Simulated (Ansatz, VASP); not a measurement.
## One calculation of MgO, two programs

```
CELL_PARAMETERS angstrom
3.00795 0.00000 0.00000
0.00000 3.00795 0.00000
0.00000 0.00000 20.25390
ATOMIC_POSITIONS crystal
Mg 0.25000 0.25000 0.39612
Mg 0.75000 0.75000 0.50000
Mg 0.25000 0.25000 0.60388
O 0.75000 0.75000 0.39378
O 0.25000 0.25000 0.50000
O 0.75000 0.75000 0.60622
```

Alike in both runs: functional PBE; k mesh 10 × 10 × 1; occupations fermi-dirac, width 0.02 eV; no spin polarisation.

Ansatz relaxed the structure, and its values are those at the end. VASP's run is a single point on that final structure, the one shown.

|  | VASP | Ansatz |
| --- | --- | --- |
| version | VASP 6.6.1 | Ansatz 0.2.0 |
| potentials or method | VASP PAW PBE potentials, release 64 (Mg, O) | PAW with Ansatz's default frozen-core files, scalar-relativistic |
| plane-wave cutoff (eV) | 520 | 420 |
| valence electrons in the cell | 24 | 48 |

|  | VASP | Ansatz | Ansatz less VASP |
| --- | --- | --- | --- |
| gap on the k mesh at the Fermi level (eV) | 3.41 | 3.43 | +0.017 |
| rms of the force components (eV/Å) | 0.009 | 0.000 | -0.0091 |

VASP's potentials hold 24 valence electrons a cell and Ansatz's 48, so a difference there can come from the potentials and not from the codes. Ansatz's warnings: stress scf threshold loose, xc potential rough in thin density.
